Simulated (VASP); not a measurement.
Here is a VASP 6.6.1 calculation.

POSCAR

```
Pd
1.0
    0.0000000000      1.9454745842      1.9454745842
    1.9454745842      0.0000000000      1.9454745842
    1.9454745842      1.9454745842      0.0000000000
Pd
1
Direct
    0.0000000000      0.0000000000      0.0000000000
```

File INCAR.step1:

```
  ALGO = Normal
  EDIFF = 1E-4
  ENCUT = 520
  GGA = PE
  ISMEAR = -1
  LASPH = T
  LCHARG = F
  LREAL = F
  LWAVE = T
  NBANDS = 11
  NELM = 60
  PREC = Accurate
  SIGMA = 0.1
```

The input INCAR.step2:

```
  ALGO = Normal
  BPARAM = 11.95
  CPARAM = 0.0093
  EDIFF = 1E-7
  ENCUT = 520
  ISIF = 2
  ISMEAR = -1
  ISTART = 1
  IVDW_NL = 2
  LASPH = T
  LCHARG = F
  LMIXTAU = T
  LREAL = F
  LUSE_VDW = T
  LWAVE = F
  METAGGA = R2SCAN
  NBANDS = 11
  NELM = 60
  PREC = Accurate
  SIGMA = 0.1
```

KPOINTS

```
k-points
0
Gamma
  15 15 15
```

Potentials or basis: VASP PAW PBE potentials, release 64 (Pd).

The run is started by

```sh
$ cat potpaw_PBE.64/Pd/POTCAR > POTCAR
$ cp INCAR.step1 INCAR
$ mpirun -np 1 vasp_std > vasp.out
$ cp INCAR.step2 INCAR
$ mpirun -np 1 vasp_std > vasp.out
```

Problem. Estimate the pressure.

Solution. 1.2 GPa.

Problem. Predict the band gap on the k mesh.

Solution. Zero (band 5 reaches 9.90 eV, above the bottom of band 6 at 8.24 eV).

Caveat: the PAW data sets were made with another functional, which shifts forces and pressure a little.
